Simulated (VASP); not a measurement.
Write the native input for VASP 6.6.1 that does the following.

```
Task                   : single point
Functional             : PBE
Dispersion             : D3(BJ)
Potentials or basis    : VASP PAW PBE potentials, release 64 (C)
Cutoff                 : 520 eV
k mesh                 : 21 × 21 × 12
Occupations            : gaussian, width 0.15 eV
Spin                   : no spin polarisation
Dipole correction      : no
Further INCAR settings : ALGO = Normal; EDIFF = 1e-06; NBANDS = 11
```

The structure of C lies in POSCAR:

```
C
1.0
    2.4646600538      0.0000000000      0.0000000000
   -1.2323300269      2.1344582183      0.0000000000
    0.0000000000      0.0000000000      3.5719697732
C
2
Direct
    0.3333333333      0.6666666667      0.0000000000
    0.6666666667      0.3333333333      0.0000000000
```

One way to write it, as run:

INCAR

```
PREC     = Accurate       # precision mode
ENCUT    = 520            # plane-wave cutoff, eV
EDIFF    = 1E-6           # SCF threshold, eV
ISMEAR   = 0              # smearing method
SIGMA    = 0.15           # smearing width, eV
LREAL    = False          # projectors in reciprocal space
LASPH    = True           # aspherical terms in the spheres
NELM     = 80             # most SCF steps
ALGO     = Normal         # electronic algorithm
ISIF     = 2              # what is computed and relaxed
LWAVE    = False          # write WAVECAR
LCHARG   = False          # write CHGCAR
GGA      = PE             # functional
IVDW     = 12             # dispersion correction
NBANDS   = 11             # bands
```

KPOINTS

```
Automatic mesh
0
Gamma
  21 21 12
```

Potentials or basis: VASP PAW PBE potentials, release 64 (C).

Command:

```console
$ cat potpaw_PBE.64/C/POTCAR > POTCAR
$ mpirun -np 1 vasp_std > vasp.out
```

It gave:

The pressure is 0.4 GPa and the band gap on the k mesh is zero (band 4 reaches 4.64 eV, above the bottom of band 5 at 3.72 eV). The dispersion energy per atom is -0.145 eV.

It took 34 s on 1 thread of Intel(R) Xeon(R) Platinum 8124M CPU @ 3.00GHz (Skylake/Cascade Lake), on a shared host, peak memory 0.17 GiB.
